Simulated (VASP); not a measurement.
# Cu (P6/mmm) in VASP: further runs

Cu is run at these levels: PBE; tasks: single point.

All numbers are computed with VASP 6.6.1; they aren't measurements. Logs are shortened: lines on timing, memory, paths and dates and some standing lists are left out, and cuts for length are marked.

**1. The cell of the first run**

The structure is hexagonal, space group P6/mmm (No. 191). The conventional cell has a = 2.490 Å, b = 2.490 Å, c = 2.424 Å, α = 90.00°, β = 90.00°, γ = 120.00°. Within 3.2 Å of Cu (site symmetry 6/mmm) lie 8 Cu at 2.42 to 2.49 Å.

This isn't the form of Cu at room conditions, which is fcc.

**2. Single point, PBE (13.01 Å³/atom)**

POSCAR reads:

```
Cu
1.0
    2.4898065852      0.0000000000      0.0000000000
   -1.2449032926      2.1562357533      0.0000000000
    0.0000000000      0.0000000000      2.4235189832
Cu
1
Direct
    0.0000000000      0.0000000000      0.0000000000
```

INCAR.step1 reads:

```
SYSTEM = Cu
  PREC = Accurate
  ENCUT = 610
  EDIFF = 1E-6
  ISMEAR = -1
  SIGMA = 0.05
  LREAL = .FALSE.
  LASPH = .TRUE.
  NELM = 120
  ALGO = Normal
  ISIF = 2
  LWAVE = .FALSE.
  LCHARG = .TRUE.
  LMAXMIX = 4
  GGA = PE
  NBANDS = 16
  GGA_COMPAT = .FALSE.
  NEDOS = 2001
  LORBIT = 11
```

KPOINTS.step1 reads:

```
regular mesh
0
G
  17 17 16
  0 0 0
```

INCAR.step2 reads:

```
SYSTEM = Cu
  PREC = Accurate
  ENCUT = 610
  EDIFF = 1E-6
  ISMEAR = -5
  SIGMA = 0.05
  LREAL = .FALSE.
  LASPH = .TRUE.
  NELM = 120
  ALGO = Normal
  ISIF = 2
  LWAVE = .FALSE.
  LCHARG = .FALSE.
  LMAXMIX = 4
  GGA = PE
  LORBIT = 10
  NBANDS = 16
  NEDOS = 1001
  ICHARG = 11
  GGA_COMPAT = .FALSE.
```

KPOINTS.step2 reads:

```
regular mesh
0
G
  26 26 24
  0 0 0
```

Potentials or basis: VASP PAW PBE potentials, release 64 (Cu_sv_GW).

Started as:

```
$ cat potpaw_PBE.64/Cu_sv_GW/POTCAR > POTCAR
$ cp INCAR.step1 INCAR
$ cp KPOINTS.step1 KPOINTS
$ mpirun -np 1 vasp_std > vasp.out
$ cp INCAR.step2 INCAR
$ cp KPOINTS.step2 KPOINTS
$ mpirun -np 1 vasp_std > vasp.out
```

OUTCAR:

```text
SYSTEM = Cu
   PREC = Accurate
   ENCUT = 610
   EDIFF = 1E-6
   ISMEAR = -5
   LREAL = .FALSE.
   LASPH = .TRUE.
   NELM = 120
   ISIF = 2
   GGA = PE
   LORBIT = 10
   ICHARG = 11

 ion  position               nearest neighbor table
   1  0.000  0.000  0.000-

  LATTYP: Found a hexagonal cell.
 ALAT       =     2.4898065852
 C/A-ratio  =     0.9733764051

  Lattice vectors:

 A1 = (   2.4898065852,   0.0000000000,   0.0000000000)
 A2 = (  -1.2449032926,   2.1562357533,   0.0000000000)
 A3 = (   0.0000000000,   0.0000000000,   2.4235189832)

Analysis of symmetry for initial positions (statically):
=====================================================================
 Subroutine PRICEL returns:
 Original cell was already a primitive cell.

 Routine SETGRP: Setting up the symmetry group for a
 hexagonal supercell.

 Subroutine GETGRP returns: Found 24 space group operations
 (whereof 24 operations were pure point group operations)
 out of a pool of 24 trial point group operations.

The static configuration has the point symmetry D_6h.

Analysis of symmetry for dynamics (positions and initial velocities):
=====================================================================
 Subroutine PRICEL returns:
 Original cell was already a primitive cell.

 Routine SETGRP: Setting up the symmetry group for a
 hexagonal supercell.

 Subroutine GETGRP returns: Found 24 space group operations
 (whereof 24 operations were pure point group operations)
 out of a pool of 24 trial point group operations.

The dynamic configuration has the point symmetry D_6h.

 Subroutine INISYM returns: Found 24 space group operations
 (whereof 24 operations are pure point group operations),
 and found     1 'primitive' translations

----------------------------------------------------------------------------------------

                                     Primitive cell

  volume of cell :      13.0109

  direct lattice vectors                    reciprocal lattice vectors
     2.489806585  0.000000000  0.000000000     0.401637624  0.231885590  0.000000000
    -1.244903293  2.156235753  0.000000000     0.000000000  0.463771180  0.000000000
     0.000000000  0.000000000  2.423518983     0.000000000  0.000000000  0.412623135

  length of vectors
     2.489806585  2.489806585  2.423518983     0.463771180  0.463771180  0.412623135

[... 74 lines left out ...]
   ISPIN  =      1    spin polarized calculation?
   LNONCOLLINEAR =      F non collinear calculations
   LSORBIT =      F    spin-orbit coupling
   LASPH  =      T    aspherical Exc in radial PAW
   ENCUT  =  610.0 eV  44.83 Ry    6.70 a.u.   5.01  5.01  4.88*2*pi/ulx,y,z
   NELM   =    120;   NELMIN=  2; NELMDL=  0     # of ELM steps
   EDIFF  = 0.1E-05   stopping-criterion for ELM
   LREAL  =      F    real-space projection
[... 7 lines left out ...]
   TEBEG  =    0.0;   TEEND  =   0.0 temperature during run
   PSTRESS=    0.0 pullay stress
   NELECT =      19.0000    total number of electrons
   NUPDOWN=      -1.0000    fix difference up-down
   EMIN   =  10.00;   EMAX   =-10.00  energy-range for DOS
   EFERMI =   0.00;   METHOD = LEGACY
   ISMEAR =    -5;   SIGMA  =   0.05  broadening in eV -4-tet -1-fermi 0-gaus
   EFERMI_NEDOS =   21; number of points for ismear=-14 and -15
   IALGO  =     38    algorithm
   IMIX   =      4    mixing-type and parameters
     AMIX     =   0.40;   BMIX     =  1.00
     AMIX_MAG =   1.60;   BMIX_MAG =  1.00
  volume/ion in A,a.u.               =      13.01        87.80
  Fermi-wavevector in a.u.,A,eV,Ry     =   1.857334  3.509852 46.935861  3.449688
  Thomas-Fermi vector in A             =   2.906022
   LORBIT       =     10    0 simple, 1 ext, 2 COOP (PROOUT), +10 PAW based schemes
   GGA     = PE    functional components
   LHFCALC =     F    Hartree Fock is set to
   AEXX    =    0.0000 exact exchange contribution
   IVDW    =     0    specifies the selected vdW correction
   LEPSILON=     F    determine dielectric tensor
   LRPA    =     F    only Hartree local field effects (RPA)
 non-spin polarized calculation
 Fermi weights with tetrahedron method with Bloechl corrections
  energy-cutoff  :      610.00
  volume of cell :       13.01
 maximum number of plane-waves:       459
 NGX is ok and might be reduce to    20

 number of electron      19.0000001 magnetization

 Free energy of the ion-electron system (eV)
  ---------------------------------------------------
  ext. energy  EPLUGINS =         0.00000000
  ---------------------------------------------------
  free energy    TOTEN  =        -3.52193591 eV

  energy without entropy =       -3.52193591  energy(sigma->0) =       -3.52193591

 E-fermi :   6.3943     XC(G=0): -12.6992

 val. band max:        6.4272776153   @ k =   0.4615   0.0769   0.0417
 cond. band min:       6.4016369444   @ k =   0.3846   0.0000   0.2917
 fundamental gap:     -0.0256406709
 Fermi energy:         6.3943422493

 k-point     1 :       0.0000    0.0000    0.0000
  band No.  band energies     occupation
      1    -105.9578      2.00000
      2     -63.3090      2.00000
      3     -63.3090      2.00000
      4     -63.2733      2.00000
      5      -2.2235      2.00000
      6       2.4146      2.00000
[... 433 lines left out ...]
      3     -63.3367      2.00000
      4     -63.2639      2.00000
      5       1.6269      2.00000
      6       2.7469      2.00000
[... 8 lines left out ...]
     15      30.0919      0.00000
     16      36.1589      0.00000

 [... further k-points ...]

------------------------ aborting loop because EDIFF is reached ----------------------------------------

  FORCE on cell =-STRESS in cart. coord.  units (eV):
  Direction    XX          YY          ZZ          XY          YZ          ZX
  --------------------------------------------------------------------------------------
  -------------------------------------------------------------------------------------
  Total       -0.6382373     -0.6382373     -0.7022145      0.0000000     -0.0000000      0.0000000
  in kB      -78.5931178    -78.5931178    -86.4713229      0.0000000     -0.0000000      0.0000000
  external PRESSURE =     -81.2191862 kB  Pullay stress =       0.0000000 kB

 VOLUME and BASIS-vectors are now :
 -----------------------------------------------------------------------------
  energy-cutoff  :      610.00
  volume of cell :       13.01
      direct lattice vectors                 reciprocal lattice vectors
     2.489806585  0.000000000  0.000000000     0.401637624  0.231885590  0.000000000
    -1.244903293  2.156235753  0.000000000     0.000000000  0.463771180  0.000000000
     0.000000000  0.000000000  2.423518983     0.000000000  0.000000000  0.412623135

 POSITION                                       TOTAL-FORCE (eV/Angst)
 -----------------------------------------------------------------------------------
      0.00000      0.00000      0.00000        -0.000000      0.000000      0.000000
 -----------------------------------------------------------------------------------
    total drift:                                0.000000      0.000000     -0.000000

  FREE ENERGIE OF THE ION-ELECTRON SYSTEM (eV)
  ---------------------------------------------------
  free  energy   TOTEN  =        -3.5219359072 eV

  energy  without entropy=       -3.5219359072  energy(sigma->0) =       -3.52193591

 total charge

# of ion       s       p       d       f       tot
--------------------------------------------------
    1        2.302   6.354   8.926   0.003  17.586
```

OUTCAR.step1:

```text
SYSTEM = Cu
   PREC = Accurate
   ENCUT = 610
   EDIFF = 1E-6
   ISMEAR = -1
   LREAL = .FALSE.
   LASPH = .TRUE.
   NELM = 120
   ISIF = 2
[... 675 lines left out ...]
 -----------------------------------------------------------------------------------
    total drift:                               -0.000000      0.000000      0.000000

  FREE ENERGIE OF THE ION-ELECTRON SYSTEM (eV)
  ---------------------------------------------------
  free  energy   TOTEN  =        -3.5232643084 eV

  energy  without entropy=       -3.5208416709  energy(sigma->0) =       -3.52205299

 total charge

# of ion       s       p       d       f       tot
--------------------------------------------------
    1        2.302   6.354   8.928   0.003  17.587
```

Run time: 1.9 min. Hardware: 1 thread of Intel Xeon Platinum 8375C at 2.90GHz (Ice Lake), shared host; peak memory 0.42 GiB.

Results:

| Quantity | Value |
| --- | --- |
| Valence electrons inside the program's atomic spheres | Cu 17.59 |

Levels at points of the mesh, in eV from the Fermi level:
| k point | band 8 | band 9 | band 10 | band 11 | band 12 | band 13 |
| --- | --- | --- | --- | --- | --- | --- |
| (0.00, 0.00, 0.00) | -2.75 | -1.41 | -1.41 | 16.53 | 21.00 | 22.49 |
| (0.50, 0.00, 0.00) | -1.58 | -1.26 | -0.73 | 3.43 | 15.14 | 19.98 |
| (0.00, 0.00, 0.50) | -2.07 | -2.07 | -1.88 | 1.62 | 26.84 | 28.69 |
| (0.50, 0.00, 0.50) | -1.21 | -0.98 | 4.66 | 5.59 | 10.39 | 10.88 |

**3. Single point, PBE (13.01 Å³/atom)**

POSCAR reads:

```
Cu
1.0
    2.4898065854      0.0000000000      0.0000000000
   -1.2449032927      2.1562357535      0.0000000000
    0.0000000000      0.0000000000      2.4235189835
Cu
1
Direct
    0.0000000000      0.0000000000      0.0000000000
```

INCAR.step1 reads:

```
ALGO = Normal
EDIFF = 1E-6
ENCUT = 610
GGA = PE
GGA_COMPAT = F
ISIF = 2
ISMEAR = -1
LASPH = T
LCHARG = T
LMAXMIX = 4
LORBIT = 11
LREAL = F
LWAVE = F
NBANDS = 16
NEDOS = 2001
NELM = 120
PREC = Accurate
SIGMA = 0.05
```

KPOINTS.step1 reads:

```
k-points
0
Gamma
  17 17 16
```

INCAR.step2 reads:

```
ALGO = Normal
EDIFF = 1E-6
ENCUT = 610
GGA = PE
GGA_COMPAT = F
ICHARG = 11
ISIF = 2
ISMEAR = -5
LASPH = T
LCHARG = F
LMAXMIX = 4
LORBIT = 11
LREAL = F
LWAVE = F
NBANDS = 16
NEDOS = 1001
NELM = 120
PREC = Accurate
SIGMA = 0.05
```

KPOINTS.step2 reads:

```
k-points
0
Gamma
  26 26 24
```

Potentials or basis: VASP PAW PBE potentials, release 64 (Cu_sv_GW).

Started as:

```
$ cat potpaw_PBE.64/Cu_sv_GW/POTCAR > POTCAR
$ cp INCAR.step1 INCAR
$ cp KPOINTS.step1 KPOINTS
$ mpirun -np 1 vasp_std > vasp.out
$ cp INCAR.step2 INCAR
$ cp KPOINTS.step2 KPOINTS
$ mpirun -np 1 vasp_std > vasp.out
```

Run time: 3.4 min. Hardware: 1 thread of Intel Xeon Platinum 8259CL at 2.50GHz (Skylake/Cascade Lake), shared host; peak memory 0.43 GiB.

The run converged. Its results:

| Item | Value |
| --- | --- |
| Valence electrons inside the program's atomic spheres | Cu 17.59 |

Levels at points of the mesh, in eV from the Fermi level:
```
           k point  band 8  band 9  band 10  band 11  band 12  band 13
(0.00, 0.00, 0.00)   -2.75   -1.41    -1.41    16.53    21.00    22.49
(0.50, 0.00, 0.00)   -1.58   -1.26    -0.73     3.43    15.14    19.98
(0.00, 0.00, 0.50)   -2.07   -2.07    -1.88     1.62    26.84    28.69
(0.50, 0.00, 0.50)   -1.21   -0.98     4.66     5.59    10.39    10.88
```
